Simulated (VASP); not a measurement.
# MnS (P6_3mc) in VASP: settings compared

The runs below take MnS through relaxation of cell and atoms, single point, with LDA, PBEsol.

All numbers are computed with VASP 6.6.1; they aren't measurements. Logs are shortened: lines on timing, memory, paths and dates and some standing lists are left out, and cuts for length are marked.

**1. The cell of the first run**

It takes space group P6_3mc (No. 186, hexagonal). The conventional cell has a = 3.954 Å, b = 3.954 Å, c = 6.343 Å, α = 90.00°, β = 90.00°, γ = 120.00°. Within 3.1 Å of Mn (site symmetry 3m) lie 4 S at 2.36 to 2.42 Å. Within 3.1 Å of S (site symmetry 3m) lie 4 Mn at 2.36 to 2.42 Å.

**2. Relaxation of cell and atoms, LDA, collinear spin, ferromagnetic start**

INCAR

```
SYSTEM = MnS
PREC = Accurate ; ENCUT = 600
EDIFF = 1E-6 ; ISMEAR = -1
SIGMA = 0.05 ; LREAL = .FALSE.
LASPH = .TRUE. ; NELM = 150
ALGO = Normal ; ISIF = 3
LWAVE = .FALSE. ; LCHARG = .FALSE.
ISPIN = 2 ; MAGMOM = 4 4 0 0
LORBIT = 11 ; LMAXMIX = 4
IBRION = 2 ; NSW = 60
EDIFFG = -0.01
```

KPOINTS

```
regular mesh
0
G
  8 8 4
  0 0 0
```

POSCAR

```
MnS
1.0
    3.9535769233      0.0000000000      0.0000000000
   -1.9767884617      3.4238980514      0.0000000000
    0.0000000000      0.0000000000      6.3425288600
Mn S
2 2
Direct
    0.6666666667      0.3333333333      0.4988446700
    0.3333333333      0.6666666667      0.9988446700
    0.3333333333      0.6666666667      0.6261543000
    0.6666666667      0.3333333333      0.1261543000
```

Potentials or basis: VASP PAW LDA potentials, release 64 (Mn_pv, S).

Launch:

```sh
$ cat potpaw_LDA.64/Mn_pv/POTCAR potpaw_LDA.64/S/POTCAR > POTCAR
$ mpirun -np 1 vasp_std > vasp.out
```

OUTCAR:

```text
SYSTEM = MnS
   PREC = Accurate
   ENCUT = 600
   EDIFF = 1E-6
   ISMEAR = -1
   LREAL = .FALSE.
   LASPH = .TRUE.
   NELM = 150
   ISIF = 3
   ISPIN = 2
   LORBIT = 11
   IBRION = 2
   NSW = 60
   EDIFFG = -0.01

 ion  position               nearest neighbor table
   1  0.667  0.333  0.499-   4 2.36   3 2.42   3 2.42   3 2.42
   2  0.333  0.667  0.999-   3 2.36   4 2.42   4 2.42   4 2.42
   3  0.333  0.667  0.626-   2 2.36   1 2.42   1 2.42   1 2.42
   4  0.667  0.333  0.126-   1 2.36   2 2.42   2 2.42   2 2.42

  LATTYP: Found a hexagonal cell.
 ALAT       =     3.9535769233
 C/A-ratio  =     1.6042507792

  Lattice vectors:

 A1 = (   3.9535769233,   0.0000000000,   0.0000000000)
 A2 = (  -1.9767884617,   3.4238980514,   0.0000000000)
 A3 = (   0.0000000000,   0.0000000000,   6.3425288600)

Analysis of symmetry for initial positions (statically):
=====================================================================
 Subroutine PRICEL returns:
 Original cell was already a primitive cell.

 Routine SETGRP: Setting up the symmetry group for a
 hexagonal supercell.

 Subroutine GETGRP returns: Found 12 space group operations
 (whereof  6 operations were pure point group operations)
 out of a pool of 24 trial point group operations.

The static configuration has the point symmetry C_3v.
 The point group associated with its full space group is C_6v.

Analysis of symmetry for dynamics (positions and initial velocities):
=====================================================================
 Subroutine PRICEL returns:
 Original cell was already a primitive cell.

 Routine SETGRP: Setting up the symmetry group for a
 hexagonal supercell.

 Subroutine GETGRP returns: Found 12 space group operations
 (whereof  6 operations were pure point group operations)
 out of a pool of 24 trial point group operations.

The dynamic configuration has the point symmetry C_3v.
 The point group associated with its full space group is C_6v.

Analysis of structural, dynamic, and magnetic symmetry:
=====================================================================
 Subroutine PRICEL returns:
 Original cell was already a primitive cell.

 Routine SETGRP: Setting up the symmetry group for a
 hexagonal supercell.

 Subroutine GETGRP returns: Found 12 space group operations
 (whereof  6 operations were pure point group operations)
 out of a pool of 24 trial point group operations.

The overall configuration has the point symmetry C_3v.
 The point group associated with its full space group is C_6v.

 Subroutine INISYM returns: Found 12 space group operations
 (whereof  6 operations are pure point group operations),
 and found     1 'primitive' translations

----------------------------------------------------------------------------------------

                                     Primitive cell

  volume of cell :      85.8566

  direct lattice vectors                    reciprocal lattice vectors
     3.953576923  0.000000000  0.000000000     0.252935511  0.146032385  0.000000000
    -1.976788462  3.423898051  0.000000000     0.000000000  0.292064771  0.000000000
     0.000000000  0.000000000  6.342528860     0.000000000  0.000000000  0.157665818

  length of vectors
     3.953576923  3.953576923  6.342528860     0.292064771  0.292064771  0.157665818

  position of ions in fractional coordinates (direct lattice)
     0.666666667  0.333333333  0.498844670
     0.333333333  0.666666667  0.998844670
     0.333333333  0.666666667  0.626154300
     0.666666667  0.333333333  0.126154300

  ion indices of the primitive-cell ions
   primitive index   ion index
                 1           1
                 2           2
                 3           3
                 4           4

----------------------------------------------------------------------------------------

 KPOINTS: regular mesh

Automatic generation of k-mesh.
 Grid dimensions read from file:
 generate k-points for:    8    8    4

 Generating k-lattice:

  Cartesian coordinates                     Fractional coordinates (reciprocal lattice)
     0.031616939  0.018254048  0.000000000     0.125000000  0.000000000  0.000000000
     0.000000000  0.036508096  0.000000000     0.000000000  0.125000000  0.000000000
     0.000000000  0.000000000  0.039416454     0.000000000  0.000000000  0.250000000

  Length of vectors
     0.036508096  0.036508096  0.039416454

  Shift w.r.t. Gamma in fractional coordinates (k-lattice)
     0.000000000  0.000000000  0.000000000

 Subroutine IBZKPT returns following result:
 ===========================================

 Found     30 irreducible k-points:

 Following reciprocal coordinates:
            Coordinates               Weight
  0.000000  0.000000  0.000000      1.000000
  0.125000  0.000000  0.000000      6.000000
  0.250000  0.000000  0.000000      6.000000
  0.375000  0.000000  0.000000      6.000000
  0.500000  0.000000  0.000000      3.000000
  0.125000  0.125000  0.000000      6.000000
[... 16 lines left out ...]
  0.250000  0.000000  0.500000      6.000000
  0.375000  0.000000  0.500000      6.000000
 [... further k-points ...]
   k-points           NKPTS =     30   k-points in BZ     NKDIM =     30   number of bands    NBANDS=     27
   number of dos      NEDOS =    301   number of ions     NIONS =      4
   total plane-waves  NPLWV =  55296
   dimension x,y,z NGX =    32 NGY =   32 NGZ =   54
   dimension x,y,z NGXF=    64 NGYF=   64 NGZF=  108
   ions per type =               2   2
   NGX,Y,Z   is equivalent  to a cutoff of  13.46, 13.46, 14.15 a.u.
   NGXF,Y,Z  is equivalent  to a cutoff of  26.91, 26.91, 28.31 a.u.
 SYSTEM =  MnS
   PREC   = accura    normal or accurate (medium, high low for compatibility)
   ISTART =      0    job   : 0-new  1-cont  2-samecut
   ICHARG =      2    charge: 1-file 2-atom 10-const
   ISPIN  =      2    spin polarized calculation?
   LNONCOLLINEAR =      F non collinear calculations
   LSORBIT =      F    spin-orbit coupling
   LASPH  =      T    aspherical Exc in radial PAW
   ENCUT  =  600.0 eV  44.10 Ry    6.64 a.u.   7.90  7.90 12.67*2*pi/ulx,y,z
   NELM   =    150;   NELMIN=  2; NELMDL= -5     # of ELM steps
   EDIFF  = 0.1E-05   stopping-criterion for ELM
   LREAL  =      F    real-space projection
   EDIFFG = -.1E-01   stopping-criterion for IOM
   NSW    =     60    number of steps for IOM
   IBRION =      2    ionic relax: 0-MD 1-quasi-New 2-CG
   NFREE  =      1    steps in history (QN), initial steepest desc. (CG)
   ISIF   =      3    stress and relaxation
   ISYM   =      2    0-nonsym 1-usesym 2-fastsym
   POTIM  = 0.5000    time-step for ionic-motion
   TEBEG  =    0.0;   TEEND  =   0.0 temperature during run
   PSTRESS=    0.0 pullay stress
   NELECT =      38.0000    total number of electrons
   NUPDOWN=      -1.0000    fix difference up-down
   EMIN   =  10.00;   EMAX   =-10.00  energy-range for DOS
   EFERMI =   0.00;   METHOD = LEGACY
   ISMEAR =    -1;   SIGMA  =   0.05  broadening in eV -4-tet -1-fermi 0-gaus
   EFERMI_NEDOS =   21; number of points for ismear=-14 and -15
   IALGO  =     38    algorithm
   IMIX   =      4    mixing-type and parameters
     AMIX     =   0.40;   BMIX     =  1.00
     AMIX_MAG =   1.60;   BMIX_MAG =  1.00
  volume/ion in A,a.u.               =      21.46       144.85
  Fermi-wavevector in a.u.,A,eV,Ry     =   1.247608  2.357638 21.177824  1.556526
  Thomas-Fermi vector in A             =   2.381733
   LORBIT       =     11    0 simple, 1 ext, 2 COOP (PROOUT), +10 PAW based schemes
   GGA     = CA    functional components
   LHFCALC =     F    Hartree Fock is set to
   AEXX    =    0.0000 exact exchange contribution
   IVDW    =     0    specifies the selected vdW correction
   LEPSILON=     F    determine dielectric tensor
   LRPA    =     F    only Hartree local field effects (RPA)
 conjugate gradient relaxation of ions
 spin polarized calculation
  energy-cutoff  :      600.00
  volume of cell :       85.86
 maximum number of plane-waves:      2886
 NGX is ok and might be reduce to    32
   NGX = 15   NGY = 15   NGZ = 25

--------------------------------------- Ionic step        1  -------------------------------------------

 number of electron      38.0000011 magnetization       9.4735147

 Free energy of the ion-electron system (eV)
  ---------------------------------------------------
  ext. energy  EPLUGINS =         0.00000000
  ---------------------------------------------------
  free energy    TOTEN  =       -29.71134892 eV

  energy without entropy =      -29.68532161  energy(sigma->0) =      -29.69833526

 E-fermi :   4.3184     XC(G=0):  -9.8186

 val. band max:        4.3179367744   @ k =   0.3750   0.0000   0.2500
 cond. band min:       4.3412359782   @ k =   0.3750   0.2500   0.0000
 fundamental gap:      0.0232992038
 Fermi energy:         4.3183530147

 spin component 1

 k-point     1 :       0.0000    0.0000    0.0000
  band No.  band energies     occupation
      1     -45.6048      1.00000
      2     -45.6048      1.00000
      3     -45.6041      1.00000
      4     -45.6041      1.00000
      5     -45.5897      1.00000
      6     -45.5854      1.00000
[... 709 lines left out ...]
     26       7.6731      0.00000
     27       9.7297      0.00000

 [... further k-points ...]

 spin component 2

 k-point     1 :       0.0000    0.0000    0.0000
  band No.  band energies     occupation
      1     -41.5651      1.00000
      2     -41.5651      1.00000
      3     -41.5641      1.00000
      4     -41.5641      1.00000
      5     -41.5622      1.00000
      6     -41.5561      1.00000
[... 709 lines left out ...]
     26       8.8149      0.00000
     27      10.8950      0.00000

 [... further k-points ...]

------------------------ aborting loop because EDIFF is reached ----------------------------------------

  FORCE on cell =-STRESS in cart. coord.  units (eV):
  Direction    XX          YY          ZZ          XY          YZ          ZX
  --------------------------------------------------------------------------------------
  -------------------------------------------------------------------------------------
  Total       -2.9223931     -2.9223931     -1.7247542      0.0000000      0.0000000      0.0000000
  in kB      -54.5350536    -54.5350536    -32.1858018      0.0000000      0.0000000      0.0000000
  external PRESSURE =     -47.0853030 kB  Pullay stress =       0.0000000 kB
[... 95 lines left out ...]
  FREE ENERGIE OF THE ION-ELECTRON SYSTEM (eV)
  ---------------------------------------------------
  free  energy   TOTEN  =       -30.1284189540 eV

  energy  without entropy=      -30.0737551531  energy(sigma->0) =      -30.10108705

[... ionic steps 4 to 18 ...]

--------------------------------------- Ionic step       19  -------------------------------------------

 number of electron      38.0000007 magnetization      -0.0105034

------------------------ aborting loop because EDIFF is reached ----------------------------------------
[... 71 lines left out ...]
--------------------------------------- Ionic step       21  -------------------------------------------

 number of electron      38.0000008 magnetization      -0.0092662

 Free energy of the ion-electron system (eV)
  ---------------------------------------------------
  ext. energy  EPLUGINS =         0.00000000
  ---------------------------------------------------
  free energy    TOTEN  =       -30.90608955 eV

  energy without entropy =      -30.87012126  energy(sigma->0) =      -30.88810541

 E-fermi :   7.6749     XC(G=0): -11.7606

 val. band max:        7.6747392670   @ k =   0.5000   0.0000   0.0000
 cond. band min:       7.6779192417   @ k =   0.2500   0.2500   0.2500
 fundamental gap:      0.0031799747
 Fermi energy:         7.6748589527

 spin component 1

 k-point     1 :       0.0000    0.0000    0.0000
  band No.  band energies     occupation
      1     -39.7130      1.00000
      2     -39.6858      1.00000
      3     -39.5389      1.00000
      4     -39.5389      1.00000
      5     -39.5354      1.00000
      6     -39.5354      1.00000
[... 709 lines left out ...]
     26      13.5994      0.00000
     27      15.6627      0.00000

 [... further k-points ...]

 spin component 2

 k-point     1 :       0.0000    0.0000    0.0000
  band No.  band energies     occupation
      1     -39.7175      1.00000
      2     -39.6904      1.00000
      3     -39.5434      1.00000
      4     -39.5434      1.00000
      5     -39.5399      1.00000
      6     -39.5399      1.00000
[... 709 lines left out ...]
     26      13.5982      0.00000
     27      15.6612      0.00000

 [... further k-points ...]

------------------------ aborting loop because EDIFF is reached ----------------------------------------

  FORCE on cell =-STRESS in cart. coord.  units (eV):
  Direction    XX          YY          ZZ          XY          YZ          ZX
  --------------------------------------------------------------------------------------
  -------------------------------------------------------------------------------------
  Total        0.0019142      0.0019142      0.0394683     -0.0000000      0.0000000      0.0000000
  in kB        0.0528409      0.0528409      1.0894896     -0.0000000      0.0000000      0.0000000
  external PRESSURE =       0.3983905 kB  Pullay stress =       0.0000000 kB
[... 19 lines left out ...]
  FREE ENERGIE OF THE ION-ELECTRON SYSTEM (eV)
  ---------------------------------------------------
  free  energy   TOTEN  =       -30.9060895474 eV

  energy  without entropy=      -30.8701212647  energy(sigma->0) =      -30.88810541

 reached required accuracy - stopping structural energy minimisation

 total charge

# of ion       s       p       d       tot
------------------------------------------
    1        0.375   6.333   5.428  12.136
    2        0.375   6.333   5.428  12.136
    3        1.323   2.427   0.000   3.750
    4        1.323   2.427   0.000   3.750
--------------------------------------------------
tot          3.395  17.520  10.856  31.771

 magnetization (x)

# of ion       s       p       d       tot
------------------------------------------
    1       -0.000  -0.000  -0.005  -0.005
    2       -0.000  -0.000  -0.005  -0.005
    3        0.000   0.000   0.000   0.000
    4        0.000   0.000   0.000   0.000
--------------------------------------------------
tot         -0.000   0.000  -0.009  -0.009
```

Run time: 69 min. Hardware: 1 thread of Intel Xeon 8259CL, shared host; peak memory 0.26 GiB.

What came out:

```yaml
Free_energy: -30.9061 eV
Relaxed_volume: 14.51 Å³/atom
Relaxed_cell: a = 3.377 Å, b = 3.377 Å, c = 5.875 Å, α = 90.00°, β = 90.00°, γ = 120.00°
Space_group_after_relaxing_to_0.1_Å: P6_3mc (No. 186)
Energy_gained_by_relaxing: 298.7 meV/atom
Ionic_steps: 21
Pressure_after_relaxing: 0.0 GPa
Largest_force_after_relaxing: 0.003 eV/Å
Band_gap_on_the_k_mesh: zero (filled and empty bands overlap)
Net_moment: -0.01 μB per cell
Valence_electrons_inside_the_program's_atomic_spheres: Mn 12.14; S 3.75
```

Forces in eV/Å, atoms in the order of the input:
```
Mn   0.000  0.000 -0.003
Mn   0.000  0.000 -0.003
S    0.000  0.000  0.003
S    0.000  0.000  0.003
```

Step by step:
| step | energy change (eV) | largest force (eV/Å) | pressure (GPa) | volume (Å³) |
| --- | --- | --- | --- | --- |
| 1 | 0.0000 | 0.2406 | -4.71 | 85.86 |
| 2 | -0.1945 | 0.0342 | -3.07 | 78.25 |
| 3 | -0.4171 | 0.5353 | -10.59 | 69.93 |
| 4 | -0.7446 | 2.1865 | 13.24 | 55.06 |
| 5 | -0.8912 | 0.8409 | -10.92 | 63.75 |
| 6 | -1.0063 | 1.4135 | -1.12 | 59.30 |
| 7 | -1.0102 | 1.2992 | -3.22 | 60.07 |
| 8 | -1.0565 | 1.2861 | 5.40 | 56.75 |
| 9 | -1.0618 | 1.3006 | 3.13 | 57.53 |
| 10 | -1.1492 | 0.6744 | 2.24 | 57.55 |
| 11 | -1.1711 | 0.0763 | 1.98 | 57.56 |
| 12 | -1.1713 | 0.1044 | 1.96 | 57.56 |
| 13 | -1.1765 | 0.1113 | 0.86 | 57.97 |
| 14 | -1.1768 | 0.1192 | -1.90 | 58.96 |
| 15 | -1.1789 | 0.1171 | -0.65 | 58.49 |
| 16 | -1.1812 | 0.0981 | -0.61 | 58.47 |
| 17 | -1.1872 | 0.0340 | -0.58 | 58.41 |
| 18 | -1.1928 | 0.1320 | -0.57 | 58.28 |
| 19 | -1.1947 | 0.0353 | 0.18 | 57.98 |
| 20 | -1.1947 | 0.0078 | 0.14 | 58.03 |
| 21 | -1.1947 | 0.0032 | 0.04 | 58.04 |

Final structure:
```
CELL_PARAMETERS angstrom
3.37746 0.00000 0.00000
-1.68873 2.92496 0.00000
0.00000 0.00000 5.87524
ATOMIC_POSITIONS crystal
Mn 0.66667 0.33333 0.49468
Mn 0.33333 0.66667 0.99468
S 0.33333 0.66667 0.63032
S 0.66667 0.33333 0.13032
```

Caveat: the volume moved by over 15 % at a fixed basis, so the end points are rough; the moments typed at the start vanished in this run; semilocal functionals often make such compounds metallic where correlation or magnetic order opens a gap, which also shifts bond lengths. With open d or f shells a metallic result of LDA can be an artefact of self-interaction; +U or a hybrid may open a gap.

(Continued in part 2 of 2.)

The gap in the log of VASP goes by the Fermi energy; the results here count the filled bands.